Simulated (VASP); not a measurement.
Set up this calculation in VASP 6.6.1, as the native input.

- Task: single point
- Functional: PBE
- Potentials or basis: VASP PAW PBE potentials, release 64 (Cd, Te)
- Cutoff: 520 eV
- k mesh: 6 × 4 × 6
- Occupations: fermi-dirac, width 0.02 eV
- Spin: no spin polarisation
- Dipole correction: no
- Further INCAR settings: ALGO = Normal; EDIFF = 1e-07; NBANDS = 26

The structure of CdTe (zincblende type) lies in POSCAR:

```
CdTe
1.0
   -3.3078829555      3.3078829555      0.0000000000
    0.0000000000      0.0000000000      6.6157659109
    3.3078829555      3.3078829555      0.0000000000
Cd Te
2 2
Direct
    0.0000000000      0.0000000000      0.0000000000
    0.5000000000      0.5000000000      0.5000000000
    0.0000000000      0.2500000000      0.5000000000
    0.5000000000      0.7500000000      0.0000000000
```

One way to write it, as run:

INCAR

```
SYSTEM = CdTe
PREC = Accurate
ENCUT = 520
EDIFF = 1E-7
ISMEAR = -1
SIGMA = 0.02
LREAL = .FALSE.
LASPH = .TRUE.
NELM = 60
ALGO = Normal
ISIF = 2
LWAVE = .FALSE.
LCHARG = .FALSE.
GGA = PE
NBANDS = 26
```

KPOINTS

```
regular mesh
0
G
  6 4 6
  0 0 0
```

Potentials or basis: VASP PAW PBE potentials, release 64 (Cd, Te).

Launch:

```bash
$ cat potpaw_PBE.64/Cd/POTCAR potpaw_PBE.64/Te/POTCAR > POTCAR
$ mpirun -np 1 vasp_std > vasp.out
```

It gave:

* Pressure: 0.1 GPa
* Band gap on the k mesh: 0.59 eV

Caveat: spin-orbit coupling is left out, which moves the levels of the heavy elements.

Run time: 34 s on 1 thread of Intel(R) Xeon(R) 6975P-C (Granite Rapids), on a shared host, peak memory 0.29 GiB.
